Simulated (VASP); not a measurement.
Wanted: the native input for a VASP 6.6.1 run.

| Item | Value |
| --- | --- |
| Task | relaxation of cell and atoms |
| Functional | PBE |
| Dispersion | D3(BJ) |
| Potentials or basis | VASP PAW PBE potentials, release 64 (Te, Sn_d) |
| Cutoff | 600 eV |
| k mesh | 7 × 7 × 7 |
| Occupations | fermi-dirac, width 0.05 eV |
| Spin | no spin polarisation |
| Dipole correction | no |
| Further INCAR settings | ALGO = Normal; EDIFF = 1e-06; IBRION = 2; EDIFFG = -0.01; NSW = 60; ISIF = 3 |

The structure of SnTe lies in POSCAR:

```
SnTe
1.0
    0.0000000000      3.1508500000      3.1508500000
    3.1508500000      0.0000000000      3.1508500000
    3.1508500000      3.1508500000      0.0000000000
Te Sn
1 1
Direct
    0.5000000000      0.5000000000      0.5000000000
    0.0000000000      0.0000000000      0.0000000000
```

One way to write it, as run:

INCAR

```
SYSTEM = SnTe
ALGO     = Normal         ! electronic algorithm
EDIFF    = 1E-6           ! SCF threshold, eV
EDIFFG   = -0.01          ! ionic threshold
ENCUT    = 600            ! plane-wave cutoff, eV
GGA      = PE             ! functional
IBRION   = 2              ! ionic algorithm
ISIF     = 3              ! what is computed and relaxed
ISMEAR   = -1             ! smearing method
IVDW     = 12             ! dispersion correction
LASPH    = .TRUE.         ! aspherical terms in the spheres
LCHARG   = .FALSE.        ! write CHGCAR
LREAL    = .FALSE.        ! projectors in reciprocal space
LWAVE    = .FALSE.        ! write WAVECAR
NELM     = 60             ! most SCF steps
NSW      = 60             ! ionic steps
PREC     = Accurate       ! precision mode
SIGMA    = 0.05           ! smearing width, eV
```

KPOINTS

```
k-points
0
G
  7 7 7
  0 0 0
```

Potentials or basis: VASP PAW PBE potentials, release 64 (Te, Sn_d).

Launch:

```bash
$ cat potpaw_PBE.64/Te/POTCAR potpaw_PBE.64/Sn_d/POTCAR > POTCAR
$ mpirun -np 1 vasp_std > vasp.out
```

Results of the run:

```json
{
  "Pressure after relaxing": "0.0 GPa",
  "Dispersion energy per atom": "-0.401 eV"
}
```

Caveat: the relaxation stopped at its first step, so nothing moved.

Run time: 57 s on 1 thread of AMD EPYC 7R43 64-Core Processor (Zen 3) (shared host), peak memory 0.19 GiB.
